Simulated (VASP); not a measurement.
# MgS (P1) in VASP: further runs, part 2 of 2

VASP 6.6.1.

## 4. Single point, r2SCAN

POSCAR reads:

```
MgS
1.0
    6.5256348140      0.0000000000      0.0000000000
    0.0000000000      6.5256348140      0.0000000000
    0.0000000000      0.0000000000      6.5256348140
Mg S
8 8
Direct
    0.0097639543      0.0106783481     -0.0814083250
    0.0083970375      0.0192133032      0.4526975665
   -0.0266754124      0.4853144698      0.0144183674
    0.0142864262      0.5077979529      0.5109824707
    0.4908360782     -0.0037870645      0.0162450096
    0.4902710757      0.0064128627      0.4942392720
    0.5090928461      0.5011694790      0.0887129017
    0.5071734926      0.4922645982      0.5803236172
    0.2592713273      0.2463266863      0.2763971708
    0.2095124902      0.2506597514      0.7547772961
    0.2224365968      0.7904783438      0.1842495074
    0.3135173908      0.7126456096      0.7204168076
    0.7502817947      0.2233349002      0.1933480858
    0.7165031653      0.2748923363      0.7212421679
    0.7079433851      0.6969395514      0.3147882250
    0.8181490617      0.7902699350      0.7770048654
```

INCAR.step1 reads:

```
SYSTEM = MgS
PREC     = Accurate       ! precision mode
ENCUT    = 520            ! plane-wave cutoff, eV
ISMEAR   = -1             ! smearing method
SIGMA    = 0.086          ! smearing width, eV
LREAL    = Auto         
LASPH    = .True.         ! aspherical terms in the spheres
NELM     = 60             ! most SCF steps
NBANDS   = 46             ! bands
GGA      = PE             ! functional
ALGO     = Normal         ! electronic algorithm
EDIFF    = 1E-4           ! SCF threshold, eV
LWAVE    = .True.         ! write WAVECAR
LCHARG   = .False.        ! write CHGCAR
```

INCAR.step2 reads:

```
SYSTEM = MgS
PREC     = Accurate       ! precision mode
ENCUT    = 520            ! plane-wave cutoff, eV
EDIFF    = 1E-6           ! SCF threshold, eV
ISMEAR   = -1             ! smearing method
SIGMA    = 0.086          ! smearing width, eV
LREAL    = Auto         
LASPH    = .True.         ! aspherical terms in the spheres
NELM     = 60             ! most SCF steps
ALGO     = Normal         ! electronic algorithm
ISIF     = 2              ! what is computed and relaxed
LWAVE    = .False.        ! write WAVECAR
LCHARG   = .False.        ! write CHGCAR
METAGGA  = R2SCAN         ! meta-GGA
LMIXTAU  = .True.       
NBANDS   = 46             ! bands
ISTART   = 1
```

KPOINTS reads:

```
regular mesh
0
Gamma
  2 2 2
  0 0 0
```

The run is started by

```sh
cat potpaw_PBE.64/Mg/POTCAR potpaw_PBE.64/S/POTCAR > POTCAR
cp INCAR.step1 INCAR
mpirun -np 1 vasp_std > vasp.out
cp INCAR.step2 INCAR
mpirun -np 1 vasp_std > vasp.out
```

Wall time 7.1 min (1 thread of Intel Xeon Platinum 8259CL at 2.50GHz (Skylake/Cascade Lake), shared host); peak memory 0.39 GiB.

The run converged. Its results:

| Quantity | Value |
| --- | --- |
| Free energy | -114.0804 eV |
| Pressure | 5.2 GPa |
| Largest force | 2.815 eV/Å |
| Band gap on the k mesh | 1.81 eV, indirect (least direct gap 1.84 eV) |

Forces on the atoms (eV/Å):
```
Mg   1.041  1.237  2.278
Mg  -0.468 -0.184 -0.043
Mg   0.405  0.499 -0.536
Mg  -0.092  0.170  0.617
Mg   0.378  0.137 -0.855
Mg   0.281 -0.307  0.533
Mg  -1.126 -0.321 -0.622
Mg   0.490 -0.515 -2.166
S    0.734  1.611  0.624
S   -0.381 -0.327  0.543
S   -1.067 -0.431  0.226
S   -1.099  2.568  0.345
S    1.030 -1.470 -0.143
S    0.687 -1.006 -0.261
S    0.551  0.449  0.173
S   -1.363 -2.112 -0.712
```

Stress tensor (GPa, compression positive):
```
5.81 0.32 1.02
0.32 4.07 1.47
1.02 1.47 5.84
```

Levels at points of the mesh, in eV from the valence-band top:
| k point | band 28 | band 29 | band 30 | band 31 | band 32 | band 33 | band 34 | band 35 | band 36 | band 37 |
| --- | --- | --- | --- | --- | --- | --- | --- | --- | --- | --- |
| (0.00, 0.00, 0.00) | -0.52 | -0.50 | -0.25 | -0.15 | -0.03 | 1.81 | 1.94 | 2.19 | 3.23 | 3.84 |
| (0.50, 0.00, 0.00) | -0.82 | -0.62 | -0.41 | -0.32 | -0.24 | 2.37 | 2.66 | 3.32 | 3.49 | 3.67 |
| (0.00, 0.50, 0.00) | -0.60 | -0.55 | -0.45 | -0.34 | 0.00 | 2.30 | 2.73 | 3.04 | 3.32 | 3.77 |
| (0.00, 0.00, 0.50) | -0.94 | -0.75 | -0.69 | -0.33 | -0.12 | 1.88 | 2.74 | 3.26 | 3.74 | 3.83 |
| (0.50, 0.50, 0.00) | -1.53 | -0.95 | -0.61 | -0.44 | -0.27 | 3.20 | 3.38 | 3.50 | 3.66 | 4.16 |
| (0.00, 0.50, 0.50) | -1.53 | -1.24 | -0.93 | -0.39 | -0.28 | 3.25 | 3.29 | 3.68 | 3.80 | 3.97 |
| (0.50, 0.00, 0.50) | -1.35 | -1.08 | -0.78 | -0.76 | -0.69 | 3.05 | 3.33 | 3.87 | 4.05 | 4.24 |
| (0.50, 0.50, 0.50) | -2.08 | -1.89 | -1.72 | -1.52 | -1.47 | 3.51 | 3.72 | 4.12 | 4.22 | 4.56 |

Caveat: the k points lie up to 0.48 Å⁻¹ apart; the PAW data sets were made with another functional, which shifts forces and pressure a little. A k mesh can miss the band edges.

## 5. Single point, r2SCAN

POSCAR reads:

```
MgS
1.0
    6.5256348140      0.0000000000      0.0000000000
    0.0000000000      6.5256348140      0.0000000000
    0.0000000000      0.0000000000      6.5256348140
Mg S
8 8
Direct
    0.0274970949      0.0298409282     -0.0657842512
    0.0017432787      0.0240172802      0.4310014397
   -0.0264617934      0.4912872221      0.0038951000
    0.0189701084      0.5158184753      0.5358395159
    0.4954080472     -0.0017992119     -0.0025822775
    0.4921855255      0.0019950549      0.5082690182
    0.4821823607      0.4950062472      0.1095436721
    0.5131791918      0.4846317776      0.5732836891
    0.2765746248      0.2769994110      0.3068270072
    0.1804843565      0.2452421941      0.7657510943
    0.1834647562      0.8042953903      0.1557790206
    0.3358310820      0.7354438513      0.7023488336
    0.7744276448      0.1785208693      0.1617476353
    0.7104073599      0.2694663508      0.6968892881
    0.6971554691      0.6770126012      0.3530226661
    0.8380888842      0.7820898879      0.7867770947
```

INCAR.step1 reads:

```
  PREC = Accurate
  ENCUT = 520
  ISMEAR = -1
  SIGMA = 0.086
  LREAL = Auto
  LASPH = True
  NELM = 80
  NBANDS = 46
  GGA = PE
  ALGO = Normal
  EDIFF = 1E-4
  LWAVE = True
  LCHARG = False
```

INCAR.step2 reads:

```
  PREC = Accurate
  ENCUT = 520
  EDIFF = 1E-6
  ISMEAR = -1
  SIGMA = 0.086
  LREAL = Auto
  LASPH = True
  NELM = 80
  ALGO = Normal
  ISIF = 2
  LWAVE = False
  LCHARG = True
  METAGGA = R2SCAN
  LMIXTAU = True
  LELF = True
  LVHAR = True
  NBANDS = 46
  ISTART = 1
```

KPOINTS reads:

```
regular mesh
0
Gamma
  2 2 2
```

The run is started by

```sh
cat potpaw_PBE.64/Mg/POTCAR potpaw_PBE.64/S/POTCAR > POTCAR
cp INCAR.step1 INCAR
mpirun -np 1 vasp_std > vasp.out
cp INCAR.step2 INCAR
mpirun -np 1 vasp_std > vasp.out
```

Run time: 6.5 min. Hardware: 1 thread of Intel Xeon Platinum 8259CL at 2.50GHz (Skylake/Cascade Lake), shared host; peak memory 0.39 GiB.

Results (log left out):

```yaml
Free_energy: -114.1620 eV
Pressure: 8.9 GPa
Largest_force: 4.186 eV/Å
Band_gap_on_the_k_mesh: 1.81 eV, direct
```

Forces in eV/Å, atoms in the order of the input:
```
Mg  -2.386 -2.327  1.927
Mg  -0.450 -0.341  0.351
Mg  -0.231  0.484  0.065
Mg  -0.310  0.528  0.277
Mg   0.130 -0.541 -0.769
Mg   0.736  0.025 -0.252
Mg   0.296  0.580 -0.653
Mg  -1.863  0.472 -1.266
S   -0.139  0.321  0.160
S    2.654  3.021 -1.165
S    1.340 -0.933  1.795
S   -1.537  1.515  0.814
S   -0.088  0.518  0.857
S    1.454 -2.952  0.724
S    1.139  0.885 -2.572
S   -0.744 -1.255 -0.292
```

Stress tensor (GPa, compression positive):
```
 9.18  0.39 -0.44
 0.39  6.17 -3.58
-0.44 -3.58 11.26
```

Levels at points of the mesh, in eV from the valence-band top:
| k point | band 28 | band 29 | band 30 | band 31 | band 32 | band 33 | band 34 | band 35 | band 36 | band 37 |
| --- | --- | --- | --- | --- | --- | --- | --- | --- | --- | --- |
| (0.00, 0.00, 0.00) | -0.97 | -0.64 | -0.37 | -0.15 | 0.00 | 1.81 | 2.10 | 2.85 | 4.20 | 4.32 |
| (0.50, 0.00, 0.00) | -1.20 | -0.95 | -0.83 | -0.61 | -0.41 | 2.34 | 2.95 | 3.21 | 3.40 | 3.99 |
| (0.00, 0.50, 0.00) | -0.76 | -0.70 | -0.54 | -0.31 | -0.04 | 2.55 | 2.98 | 3.08 | 3.41 | 3.68 |
| (0.00, 0.00, 0.50) | -1.32 | -1.16 | -1.06 | -0.64 | -0.13 | 2.27 | 2.43 | 3.19 | 3.91 | 4.23 |
| (0.50, 0.50, 0.00) | -1.39 | -1.22 | -0.86 | -0.69 | -0.60 | 2.93 | 3.07 | 3.16 | 3.55 | 3.92 |
| (0.00, 0.50, 0.50) | -1.55 | -1.28 | -0.79 | -0.63 | -0.16 | 2.88 | 3.25 | 3.30 | 3.53 | 3.63 |
| (0.50, 0.00, 0.50) | -1.61 | -1.48 | -1.05 | -0.82 | -0.61 | 3.12 | 3.29 | 3.45 | 3.80 | 4.17 |
| (0.50, 0.50, 0.50) | -1.93 | -1.75 | -1.39 | -1.01 | -0.68 | 2.93 | 3.17 | 3.36 | 3.51 | 4.10 |

Caveat: the k points lie up to 0.48 Å⁻¹ apart; the PAW data sets were made with another functional, which shifts forces and pressure a little. r2SCAN opens gaps a little over a GGA but as a rule still falls short of measured ones.
